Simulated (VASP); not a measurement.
# MnSe (Fm-3m) in VASP: notebook, part 3 of 3

VASP 6.6.1.

### 4 Single point, LDA, collinear spin

File INCAR:

```
PREC = Accurate
ENCUT = 500
EDIFF = 1E-6
ISMEAR = -1
SIGMA = 0.3
LREAL = F
LASPH = T
NELM = 200
ALGO = Normal
ISIF = 2
LWAVE = F
LCHARG = F
ISPIN = 2
MAGMOM = 3.43 -0.09
LORBIT = 11
NUPDOWN = 3.2
LMAXMIX = 4
NBANDS = 20
GGA_COMPAT = F
```

File KPOINTS:

```
regular mesh
0
Gamma
  9 9 9
```

File POSCAR:

```
MnSe
1.0
    0.0000000000      2.7200000000      2.7200000000
    2.7200000000      0.0000000000      2.7200000000
    2.7200000000      2.7200000000      0.0000000000
Mn Se
1 1
Direct
    0.0000000000      0.0000000000      0.0000000000
    0.5000000000      0.5000000000      0.5000000000
```

Potentials or basis: VASP PAW LDA potentials, release 64 (Mn_pv, Se).

Command:

```sh
$ cat potpaw_LDA.64/Mn_pv/POTCAR potpaw_LDA.64/Se/POTCAR > POTCAR
$ mpirun -np 1 vasp_std > vasp.out
```

OUTCAR:

```text
PREC = Accurate
   ENCUT = 500
   EDIFF = 1E-6
   ISMEAR = -1
   LREAL = F
   LASPH = T
   NELM = 200
   ISIF = 2
   ISPIN = 2
   LORBIT = 11
   NUPDOWN = 3.2

 ion  position               nearest neighbor table
   1  0.000  0.000  0.000-   2 2.72   2 2.72   2 2.72   2 2.72   2 2.72   2 2.72
   2  0.500  0.500  0.500-   1 2.72   1 2.72   1 2.72   1 2.72   1 2.72   1 2.72

  LATTYP: Found a face centered cubic cell.
 ALAT       =     5.4400000000

  Lattice vectors:

 A1 = (   0.0000000000,   2.7200000000,   2.7200000000)
 A2 = (   2.7200000000,   0.0000000000,   2.7200000000)
 A3 = (   2.7200000000,   2.7200000000,   0.0000000000)

Analysis of symmetry for initial positions (statically):
=====================================================================
 Subroutine PRICEL returns:
 Original cell was already a primitive cell.

 Routine SETGRP: Setting up the symmetry group for a
 face centered cubic supercell.

 Subroutine GETGRP returns: Found 48 space group operations
 (whereof 48 operations were pure point group operations)
 out of a pool of 48 trial point group operations.

The static configuration has the point symmetry O_h .

Analysis of symmetry for dynamics (positions and initial velocities):
=====================================================================
 Subroutine PRICEL returns:
 Original cell was already a primitive cell.

 Routine SETGRP: Setting up the symmetry group for a
 face centered cubic supercell.

 Subroutine GETGRP returns: Found 48 space group operations
 (whereof 48 operations were pure point group operations)
 out of a pool of 48 trial point group operations.

The dynamic configuration has the point symmetry O_h .

Analysis of structural, dynamic, and magnetic symmetry:
=====================================================================
 Subroutine PRICEL returns:
 Original cell was already a primitive cell.

 Routine SETGRP: Setting up the symmetry group for a
 face centered cubic supercell.
[... 146 lines left out ...]
  ext. energy  EPLUGINS =         0.00000000
  ---------------------------------------------------
  free energy    TOTEN  =       -14.08905740 eV

  energy without entropy =      -13.29551971  energy(sigma->0) =      -13.69228856

 E-fermi :   5.5699     XC(G=0): -10.6809

 val. band max:        5.5621604098   @ k =   0.1111   0.0000   0.0000
 cond. band min:       4.8956770558   @ k =   0.4444   0.3333   0.1111
 fundamental gap:     -0.6664833541
 Fermi energy:         4.8894381258

 spin component 1

 k-point     1 :       0.0000    0.0000    0.0000
  band No.  band energies     occupation
      1     -43.7299      1.00000
      2     -43.7299      1.00000
      3     -43.7299      1.00000
      4      -9.1146      1.00000
      5       3.0551      0.99779
      6       3.0551      0.99779
[... 541 lines left out ...]
     19      20.7883      0.00000
     20      20.7883      0.00000

 [... further k-points ...]

 spin component 2

 k-point     1 :       0.0000    0.0000    0.0000
  band No.  band energies     occupation
      1     -40.7480      1.00000
      2     -40.7480      1.00000
      3     -40.7480      1.00000
      4      -9.0657      1.00000
      5       3.9863      0.99493
      6       3.9863      0.99493
[... 541 lines left out ...]
     19      20.8852      0.00000
     20      20.8852      0.00000

 [... further k-points ...]

------------------------ aborting loop because EDIFF is reached ----------------------------------------

  FORCE on cell =-STRESS in cart. coord.  units (eV):
  Direction    XX          YY          ZZ          XY          YZ          ZX
  --------------------------------------------------------------------------------------
  -------------------------------------------------------------------------------------
  Total       -3.9251572     -3.9251572     -3.9251572     -0.0000000     -0.0000000      0.0000000
  in kB     -156.2539243   -156.2539243   -156.2539243     -0.0000000     -0.0000000      0.0000000
  external PRESSURE =    -156.2539243 kB  Pullay stress =       0.0000000 kB

 VOLUME and BASIS-vectors are now :
 -----------------------------------------------------------------------------
  energy-cutoff  :      500.00
  volume of cell :       40.25
      direct lattice vectors                 reciprocal lattice vectors
     0.000000000  2.720000000  2.720000000    -0.183823529  0.183823529  0.183823529
     2.720000000  0.000000000  2.720000000     0.183823529 -0.183823529  0.183823529
     2.720000000  2.720000000  0.000000000     0.183823529  0.183823529 -0.183823529

 POSITION                                       TOTAL-FORCE (eV/Angst)
 -----------------------------------------------------------------------------------
      0.00000      0.00000      0.00000         0.000000      0.000000     -0.000000
      2.72000      2.72000      2.72000        -0.000000      0.000000      0.000000
 -----------------------------------------------------------------------------------
    total drift:                               -0.000000      0.000000      0.000000

  FREE ENERGIE OF THE ION-ELECTRON SYSTEM (eV)
  ---------------------------------------------------
  free  energy   TOTEN  =       -14.0890573998 eV

  energy  without entropy=      -13.2955197132  energy(sigma->0) =      -13.69228856

 total charge

# of ion       s       p       d       tot
------------------------------------------
    1        0.219   6.132   5.062  11.413
    2        1.457   2.300   0.040   3.797
--------------------------------------------------
tot          1.676   8.432   5.102  15.210

 magnetization (x)

# of ion       s       p       d       tot
------------------------------------------
    1        0.035   0.016   3.037   3.088
    2        0.010  -0.080   0.006  -0.064
--------------------------------------------------
tot          0.045  -0.064   3.044   3.024
```

stdout:

```text
POSCAR found type information on POSCAR MnSe
 POSCAR found :  2 types and       2 ions
 scaLAPACK will be used
 LDA part: xc-table for (Slater(with rela. corr.)+CA(PZ))
 , standard interpolation
 POSCAR, INCAR and KPOINTS ok, starting setup
 FFT: planning ... GRIDC
 FFT: planning ... GRID_SOFT
 FFT: planning ... GRID
 WAVECAR not read
 entering main loop
```

It took 75 s on 1 thread of Intel Xeon 8259CL, shared host; peak memory 0.17 GiB.

What came out:

| Quantity | Value |
| --- | --- |
| Free energy | -14.0891 eV |
| Pressure | -15.6 GPa |
| Net moment | 3.20 μB per cell |
| Site moments | Mn +3.09; Se -0.06 μB |
| Valence electrons inside the program's atomic spheres | Mn 11.41; Se 3.80 |

Caveat: the cell stands under tension; so wide a smearing shifts energies and pressures; the total moment is fixed, so each spin has its own Fermi level and the state may be an excited one; a cell with one magnetic atom can't hold antiferromagnetic order, which such compounds often take.

### 5 Single point, LDA, collinear spin, ferromagnetic start

File INCAR:

```
SYSTEM = MnSe
ALGO = Normal
EDIFF = 1E-6
ENCUT = 500
GGA = CA
GGA_COMPAT = .False.
ISIF = 2
ISMEAR = -1
ISPIN = 2
LASPH = .True.
LCHARG = .False.
LMAXMIX = 4
LORBIT = 11
LREAL = .False.
LWAVE = .False.
MAGMOM = 4.11 0.01
NBANDS = 20
NELM = 200
NUPDOWN = 4.0
PREC = Accurate
SIGMA = 0.3
```

File KPOINTS:

```
k-points
0
Gamma
  9 9 9
  0 0 0
```

POSCAR is that of step 4.

Command:

```sh
$ cat potpaw_LDA.64/Mn_pv/POTCAR potpaw_LDA.64/Se/POTCAR > POTCAR
$ mpirun -np 1 vasp_std > vasp.out
```

It took 78 s on 1 thread of Intel Xeon 8259CL, shared host; peak memory 0.17 GiB.

It converged, with:

* Free energy: -14.2839 eV
* Pressure: -11.8 GPa
* Net moment: 4.00 μB per cell
* Site moments: Mn +3.71; Se +0.01 μB
* Valence electrons inside the program's atomic spheres: Mn 11.38; Se 3.83

Caveat: the cell stands under tension; so wide a smearing shifts energies and pressures; the total moment is fixed, so each spin has its own Fermi level and the state may be an excited one; a cell with one magnetic atom can't hold antiferromagnetic order, which such compounds often take.

### 6 Single point, LDA, collinear spin, ferromagnetic start

File INCAR:

```
PREC = Accurate ; ENCUT = 500
EDIFF = 1E-6 ; ISMEAR = -1
SIGMA = 0.3 ; LREAL = False
LASPH = True ; NELM = 200
ALGO = Normal ; ISIF = 2
LWAVE = False ; LCHARG = False
ISPIN = 2 ; MAGMOM = 4.68 0.18
LORBIT = 11 ; NUPDOWN = 4.8
LMAXMIX = 4 ; NBANDS = 20
GGA_COMPAT = False
```

File KPOINTS:

```
Automatic mesh
0
Gamma
  9 9 9
```

POSCAR is that of step 5.

Potentials or basis: VASP PAW LDA potentials, release 64 (Mn_pv, Se).

Command:

```sh
$ cat potpaw_LDA.64/Mn_pv/POTCAR potpaw_LDA.64/Se/POTCAR > POTCAR
$ mpirun -np 1 vasp_std > vasp.out
```

Run time: 75 s. Hardware: 1 thread of Intel Xeon 8259CL, shared host; peak memory 0.17 GiB.

It converged, with:

- Free energy: -14.1559 eV
- Pressure: -6.5 GPa
- Net moment: 4.80 μB per cell
- Site moments: Mn +4.23; Se +0.15 μB
- Valence electrons inside the program's atomic spheres: Mn 11.34; Se 3.87

Caveat: the cell stands under tension; so wide a smearing shifts energies and pressures; the total moment is fixed, so each spin has its own Fermi level and the state may be an excited one; a cell with one magnetic atom can't hold antiferromagnetic order, which such compounds often take.

### 7 Summary

```csv
spin,fixed moment (μB),pressure (GPa),moment (μB)
collinear,1.6,-19.5,1.60
collinear,2.4,-18.0,2.40
collinear,3.2,-15.6,3.20
"collinear, ferromagnetic start",4.0,-11.8,4.00
"collinear, ferromagnetic start",4.8,-6.5,4.80
```

Alike in all rows: task single point; level LDA; potentials or basis VASP PAW LDA potentials, release 64 (Mn_pv, Se); cell as given; k mesh 9 × 9 × 9; cutoff (eV) 500; smearing fermi-dirac 0.3 eV.

Caveats: the cell stands under tension; so wide a smearing shifts energies and pressures; the total moment is fixed, so each spin has its own Fermi level and the state may be an excited one; a cell with one magnetic atom can't hold antiferromagnetic order, which such compounds often take.

Absolute energies hang on the potentials; compare differences alone.
